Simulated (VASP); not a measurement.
# BaTiO3 (Amm2) in VASP: single point with r2SCAN+U

Aim: the single point of BaTiO3 with r2SCAN+U.

Everything below comes from runs of VASP 6.6.1. Logs are shortened: lines on timing, memory, paths and dates and some standing lists are left out, and cuts for length are marked.

### 1 The cell of the first run

Symmetry: Amm2, No. 38, orthorhombic system. Conventional cell: a = 3.995 Å, b = 5.685 Å, c = 5.838 Å, α = 90.00°, β = 90.00°, γ = 90.00°. Within 3.7 Å of Ba (site symmetry mm2) lie 12 O at 2.83 to 2.98 Å and 8 Ti at 3.47 to 3.58 Å. Within 2.6 Å of Ti (site symmetry mm2) lie 6 O at 1.93 to 2.14 Å. O (site symmetry mm2) has 2 Ti at 2.00 Å within 2.7 Å. O (site symmetry m) has 2 Ti at 1.93 to 2.14 Å within 2.6 Å.

### 2 Single point, r2SCAN+U (strain +0.000 along x and y, +0.025 along z)

POSCAR

```
BaTiO3
1.0
    3.9951440287      0.0000000000      0.0000000000
    0.0000000000      2.8424767306      2.9192074213
    0.0000000000     -2.8424767306      2.9192074213
Ba Ti O
1 1 3
Direct
    0.0000000000      0.0044061011      0.0044061011
    0.5000000000      0.5135753575      0.5135753575
    0.0000000000      0.4947134013      0.4947134013
    0.5000000000      0.4954342957      0.9880908444
    0.5000000000      0.9880908444      0.4954342957
```

INCAR.step1

```
ALGO     = Normal         # electronic algorithm
EDIFF    = 1E-4           # SCF threshold, eV
ENCUT    = 520            # plane-wave cutoff, eV
GGA      = PE             # functional
ISMEAR   = 0              # smearing method
LASPH    = True           # aspherical terms in the spheres
LCHARG   = False          # write CHGCAR
LDAU     = True           # DFT+U
LDAUJ    = 0 0 0        
LDAUL    = -1 2 -1        # shell
LDAUTYPE = 2            
LDAUU    = 0 4 0          # U, eV
LMAXMIX  = 4              # l up to which the mixer works
LREAL    = False          # projectors in reciprocal space
LWAVE    = True           # write WAVECAR
NBANDS   = 28             # bands
NELM     = 150            # most SCF steps
PREC     = Accurate       # precision mode
SIGMA    = 0.05           # smearing width, eV
```

INCAR.step2

```
ALGO     = Normal         # electronic algorithm
EDIFF    = 1E-6           # SCF threshold, eV
ENCUT    = 520            # plane-wave cutoff, eV
ISIF     = 2              # what is computed and relaxed
ISMEAR   = 0              # smearing method
ISTART   = 1            
LASPH    = True           # aspherical terms in the spheres
LCHARG   = False          # write CHGCAR
LDAU     = True           # DFT+U
LDAUJ    = 0 0 0        
LDAUL    = -1 2 -1        # shell
LDAUPRINT= 1            
LDAUTYPE = 2            
LDAUU    = 0 4 0          # U, eV
LMAXMIX  = 4              # l up to which the mixer works
LMIXTAU  = True         
LREAL    = False          # projectors in reciprocal space
LWAVE    = False          # write WAVECAR
METAGGA  = R2SCAN         # meta-GGA
NBANDS   = 28             # bands
NELM     = 150            # most SCF steps
PREC     = Accurate       # precision mode
SIGMA    = 0.05           # smearing width, eV
```

KPOINTS

```
k-points
0
Gamma
  6 6 6
```

Potentials or basis: VASP PAW PBE potentials, release 64 (Ba_sv, Ti_sv, O).

Launch:

```
$ cat potpaw_PBE.64/Ba_sv/POTCAR potpaw_PBE.64/Ti_sv/POTCAR potpaw_PBE.64/O/POTCAR > POTCAR
$ cp INCAR.step1 INCAR
$ mpirun -np 1 vasp_std > vasp.out
$ cp INCAR.step2 INCAR
$ mpirun -np 1 vasp_std > vasp.out
```

OUTCAR:

```text
EDIFF = 1E-6
   ENCUT = 520
   ISIF = 2
   ISMEAR = 0
   ISTART = 1
   LASPH = True
   LREAL = False
   METAGGA = R2SCAN
   NELM = 150
   PREC = Accurate

 ion  position               nearest neighbor table
   1  0.000  0.004  0.004-   4 2.83   5 2.83   4 2.83   5 2.83   3 2.84   3 2.84   3 2.86   5 2.88
                             4 2.88   5 2.88   4 2.88   3 2.98   2 3.47   2 3.47   2 3.47   2 3.47
   2  0.500  0.514  0.514-   4 1.93   5 1.93   3 2.00   3 2.00   5 2.14   4 2.14   1 3.47   1 3.47
                             1 3.47   1 3.47   1 3.49   1 3.49   1 3.58   1 3.58
   3  0.000  0.495  0.495-   2 2.00   2 2.00   1 2.84   1 2.84   1 2.86   1 2.98
   4  0.500  0.495  0.988-   2 1.93   2 2.14   1 2.83   1 2.83   1 2.88   1 2.88
   5  0.500  0.988  0.495-   2 1.93   2 2.14   1 2.83   1 2.83   1 2.88   1 2.88

  LATTYP: Found a base centered orthorhombic cell.
 ALAT       =     5.6849534612
 B/A-ratio  =     1.0269943074
 C/A-ratio  =     0.7027575610

  Lattice vectors:

 A1 = (   0.0000000000,   2.8424767306,  -2.9192074213)
 A2 = (   0.0000000000,   2.8424767306,   2.9192074213)
 A3 = (   3.9951440287,   0.0000000000,   0.0000000000)

Analysis of symmetry for initial positions (statically):
=====================================================================
 Subroutine PRICEL returns:
 Original cell was already a primitive cell.

 Routine SETGRP: Setting up the symmetry group for a
 base centered orthorhombic supercell.

 Subroutine GETGRP returns: Found  4 space group operations
 (whereof  4 operations were pure point group operations)
 out of a pool of  8 trial point group operations.

The static configuration has the point symmetry C_2v.

Analysis of symmetry for dynamics (positions and initial velocities):
=====================================================================
 Subroutine PRICEL returns:
 Original cell was already a primitive cell.

 Routine SETGRP: Setting up the symmetry group for a
 base centered orthorhombic supercell.

 Subroutine GETGRP returns: Found  4 space group operations
 (whereof  4 operations were pure point group operations)
 out of a pool of  8 trial point group operations.

The dynamic configuration has the point symmetry C_2v.

 Subroutine INISYM returns: Found  4 space group operations
 (whereof  4 operations are pure point group operations),
 and found     1 'primitive' translations

----------------------------------------------------------------------------------------

                                     Primitive cell

  volume of cell :      66.3016

  direct lattice vectors                    reciprocal lattice vectors
     3.995144029  0.000000000  0.000000000     0.250303867  0.000000000  0.000000000
     0.000000000  2.842476731  2.919207421     0.000000000  0.175902935  0.171279367
     0.000000000 -2.842476731  2.919207421     0.000000000 -0.175902935  0.171279367

  length of vectors
     3.995144029  4.074487199  4.074487199     0.250303867  0.245516729  0.245516729

  position of ions in fractional coordinates (direct lattice)
     0.000000000  0.004406101  0.004406101
     0.500000000  0.513575358  0.513575358
     0.000000000  0.494713401  0.494713401
     0.500000000  0.495434296  0.988090844
     0.500000000  0.988090844  0.495434296

  ion indices of the primitive-cell ions
   primitive index   ion index
                 1           1
                 2           2
                 3           3
                 4           4
                 5           5

----------------------------------------------------------------------------------------

[... 30 lines left out ...]
  0.000000  0.166667 -0.000000      4.000000
  0.166667  0.166667 -0.000000      8.000000
[... 16 lines left out ...]
  0.333333  0.333333  0.166667      8.000000
  0.500000  0.333333  0.166667      4.000000
 [... further k-points ...]
   k-points           NKPTS =     52   k-points in BZ     NKDIM =     52   number of bands    NBANDS=     28
   number of dos      NEDOS =    301   number of ions     NIONS =      5
   total plane-waves  NPLWV =  27000
   dimension x,y,z NGX =    30 NGY =   30 NGZ =   30
   dimension x,y,z NGXF=    60 NGYF=   60 NGZF=   60
   ions per type =               1   1   3
   NGX,Y,Z   is equivalent  to a cutoff of  12.48, 12.24, 12.24 a.u.
   NGXF,Y,Z  is equivalent  to a cutoff of  24.97, 24.48, 24.48 a.u.
 SYSTEM =  unknown system
   PREC   = accura    normal or accurate (medium, high low for compatibility)
   ISTART =      1    job   : 0-new  1-cont  2-samecut
   ICHARG =      0    charge: 1-file 2-atom 10-const
   ISPIN  =      1    spin polarized calculation?
   LNONCOLLINEAR =      F non collinear calculations
   LSORBIT =      F    spin-orbit coupling
   LASPH  =      T    aspherical Exc in radial PAW
   ENCUT  =  520.0 eV  38.22 Ry    6.18 a.u.   7.43  7.58  7.58*2*pi/ulx,y,z
   NELM   =    150;   NELMIN=  2; NELMDL=  0     # of ELM steps
   EDIFF  = 0.1E-05   stopping-criterion for ELM
   LREAL  =      F    real-space projection
[... 7 lines left out ...]
   TEBEG  =    0.0;   TEEND  =   0.0 temperature during run
   PSTRESS=    0.0 pullay stress
   NELECT =      40.0000    total number of electrons
   NUPDOWN=      -1.0000    fix difference up-down
   EMIN   =  10.00;   EMAX   =-10.00  energy-range for DOS
   EFERMI =   0.00;   METHOD = LEGACY
   ISMEAR =     0;   SIGMA  =   0.05  broadening in eV -4-tet -1-fermi 0-gaus
   EFERMI_NEDOS =   21; number of points for ismear=-14 and -15
   IALGO  =     38    algorithm
   IMIX   =      4    mixing-type and parameters
     AMIX     =   0.40;   BMIX     =  1.00
     AMIX_MAG =   1.60;   BMIX_MAG =  1.00
  volume/ion in A,a.u.               =      13.26        89.49
  Fermi-wavevector in a.u.,A,eV,Ry     =   1.383312  2.614080 26.035446  1.913551
  Thomas-Fermi vector in A             =   2.507921
   LORBIT       =      0    0 simple, 1 ext, 2 COOP (PROOUT), +10 PAW based schemes
 LDA+U is selected, type is set to LDAUTYPE =  2
   angular momentum for each species LDAUL =    -1    2   -1
   U (eV)           for each species LDAUU =   0.0  4.0  0.0
   J (eV)           for each species LDAUJ =   0.0  0.0  0.0
   METAGGA = R2SCAN    functional components
   LHFCALC =     F    Hartree Fock is set to
   AEXX    =    0.0000 exact exchange contribution
   IVDW    =     0    specifies the selected vdW correction
   LEPSILON=     F    determine dielectric tensor
   LRPA    =     F    only Hartree local field effects (RPA)
 non-spin polarized calculation
 Gauss-broadening in eV      SIGMA  =   0.05
  energy-cutoff  :      520.00
  volume of cell :       66.30
 maximum number of plane-waves:      1811
 NGX is ok and might be reduce to    30
   NGX = 15   NGY = 15   NGZ = 15

atom =   2  type =  2  l = 2

 onsite density matrix

spin component  1

  0.0975  0.0000  0.0000  0.0000  0.0000
  0.0000  0.2306  0.0000  0.0000  0.0000
  0.0000  0.0000  0.1294  0.0000 -0.0576
  0.0000  0.0000  0.0000  0.0966  0.0000
  0.0000  0.0000 -0.0576  0.0000  0.2011

spin component  2

  0.0975  0.0000  0.0000  0.0000  0.0000
  0.0000  0.2306  0.0000  0.0000  0.0000
  0.0000  0.0000  0.1294  0.0000 -0.0576
  0.0000  0.0000  0.0000  0.0966  0.0000
  0.0000  0.0000 -0.0576  0.0000  0.2011

 occupancies and eigenvectors

  o =  0.0966  v =  0.0000  0.0000  0.0000  1.0000  0.0000  0.0000  0.0000  0.0000  0.0000  0.0000      0.0000  0.0000  0.0000  0.0000  0.0000  0.0000  0.0000  0.0000  0.0000  0.0000
  o =  0.0966  v =  0.0000  0.0000  0.0000  0.0000  0.0000  0.0000  0.0000  0.0000  1.0000  0.0000      0.0000  0.0000  0.0000  0.0000  0.0000  0.0000  0.0000  0.0000  0.0000  0.0000
  o =  0.0974  v =  0.0000  0.0000 -0.8741  0.0000 -0.4857  0.0000  0.0000  0.0000  0.0000  0.0000      0.0000  0.0000  0.0000  0.0000  0.0000  0.0000  0.0000  0.0000  0.0000  0.0000
  o =  0.0974  v =  0.0000  0.0000  0.0000  0.0000  0.0000  0.0000  0.0000 -0.8741  0.0000 -0.4857      0.0000  0.0000  0.0000  0.0000  0.0000  0.0000  0.0000  0.0000  0.0000  0.0000
  o =  0.0975  v =  1.0000  0.0000  0.0000  0.0000  0.0000  0.0000  0.0000  0.0000  0.0000  0.0000      0.0000  0.0000  0.0000  0.0000  0.0000  0.0000  0.0000  0.0000  0.0000  0.0000
  o =  0.0975  v =  0.0000  0.0000  0.0000  0.0000  0.0000  1.0000  0.0000  0.0000  0.0000  0.0000      0.0000  0.0000  0.0000  0.0000  0.0000  0.0000  0.0000  0.0000  0.0000  0.0000
  o =  0.2306  v =  0.0000  0.0000  0.0000  0.0000  0.0000  0.0000  1.0000  0.0000  0.0000  0.0000      0.0000  0.0000  0.0000  0.0000  0.0000  0.0000  0.0000  0.0000  0.0000  0.0000
  o =  0.2306  v =  0.0000  1.0000  0.0000  0.0000  0.0000  0.0000  0.0000  0.0000  0.0000  0.0000      0.0000  0.0000  0.0000  0.0000  0.0000  0.0000  0.0000  0.0000  0.0000  0.0000
  o =  0.2331  v =  0.0000  0.0000 -0.4857  0.0000  0.8741  0.0000  0.0000  0.0000  0.0000  0.0000      0.0000  0.0000  0.0000  0.0000  0.0000  0.0000  0.0000  0.0000  0.0000  0.0000
  o =  0.2331  v =  0.0000  0.0000  0.0000  0.0000  0.0000  0.0000  0.0000 -0.4857  0.0000  0.8741      0.0000  0.0000  0.0000  0.0000  0.0000  0.0000  0.0000  0.0000  0.0000  0.0000

 number of electron      39.9999991 magnetization

 Free energy of the ion-electron system (eV)
  ---------------------------------------------------
  ext. energy  EPLUGINS =         0.00000000
  ---------------------------------------------------
  free energy    TOTEN  =       -71.63804289 eV

  energy without entropy =      -71.63804289  energy(sigma->0) =      -71.63804289

 E-fermi :   3.6785     XC(G=0): -11.7284

 val. band max:        3.4294658814   @ k =   0.5000   0.5000   0.5000
 cond. band min:       6.1287499979   @ k =   0.0000   0.0000   0.0000
 fundamental gap:      2.6992841165
 Fermi energy:         3.6784947431

 k-point     1 :       0.0000    0.0000    0.0000
  band No.  band energies     occupation
      1     -56.5729      2.00000
      2     -31.6917      2.00000
      3     -31.6727      2.00000
      4     -31.6641      2.00000
      5     -22.1669      2.00000
      6     -14.4332      2.00000
[... 733 lines left out ...]
     27      12.0884      0.00000
     28      12.4454      0.00000

 [... further k-points ...]
[... 5 lines left out ...]
  --------------------------------------------------------------------------------------
  -------------------------------------------------------------------------------------
  Total        0.4004699      0.7718870     -1.7795225      0.0000000      0.0000000      0.0000000
  in kB        9.6773439     18.6526266    -43.0021087      0.0000000      0.0000000      0.0000000
  external PRESSURE =      -4.8907127 kB  Pullay stress =       0.0000000 kB

 VOLUME and BASIS-vectors are now :
 -----------------------------------------------------------------------------
  energy-cutoff  :      520.00
  volume of cell :       66.30
      direct lattice vectors                 reciprocal lattice vectors
     3.995144029  0.000000000  0.000000000     0.250303867  0.000000000  0.000000000
     0.000000000  2.842476731  2.919207421     0.000000000  0.175902935  0.171279367
     0.000000000 -2.842476731  2.919207421     0.000000000 -0.175902935  0.171279367

 POSITION                                       TOTAL-FORCE (eV/Angst)
 -----------------------------------------------------------------------------------
      0.00000      0.00000      0.02572         0.000000      0.000000      0.001466
      1.99757      0.00000      2.99847         0.000000      0.000000     -0.212945
      0.00000      0.00000      2.88834         0.000000      0.000000     -0.026234
      1.99757     -1.40036      4.33072         0.000000     -0.131479      0.118856
      1.99757      1.40036      4.33072         0.000000      0.131479      0.118856
 -----------------------------------------------------------------------------------
    total drift:                                0.000000      0.000001      0.016460

  FREE ENERGIE OF THE ION-ELECTRON SYSTEM (eV)
  ---------------------------------------------------
  free  energy   TOTEN  =       -71.6380428947 eV

  energy  without entropy=      -71.6380428947  energy(sigma->0) =      -71.63804289
```

Wall time 3.6 min (1 thread of Intel Xeon 6975P-C (Granite Rapids), shared host); peak memory 0.23 GiB.

Results:

* Free energy: -71.6380 eV
* Pressure: -0.5 GPa
* Largest force: 0.213 eV/Å
* Band gap on the k mesh: 2.70 eV (least direct gap 3.00 eV)

Forces on the atoms (eV/Å):
```
Ba   0.000  0.000  0.001
Ti   0.000  0.000 -0.213
O    0.000  0.000 -0.026
O    0.000 -0.131  0.119
O    0.000  0.131  0.119
```

Stress tensor (GPa, compression positive):
```
 0.97  0.00  0.00
 0.00  1.87  0.00
 0.00  0.00 -4.30
```

Eigenvalues of the final occupation matrices:
```
    site  spin  trace               eigenvalues
site 2 d     1   0.76  0.10 0.10 0.10 0.23 0.23
site 2 d     2   0.76  0.10 0.10 0.10 0.23 0.23
```

Caveat: the cell differs from its parent crystal (strain +0.000 along x and y, +0.025 along z); the stress differs along the axes, from -4 to 2 GPa; the PAW data sets were made with another functional, which shifts forces and pressure a little; spin-orbit coupling is left out, which moves the levels of the heavy elements. A k mesh can miss the band edges.
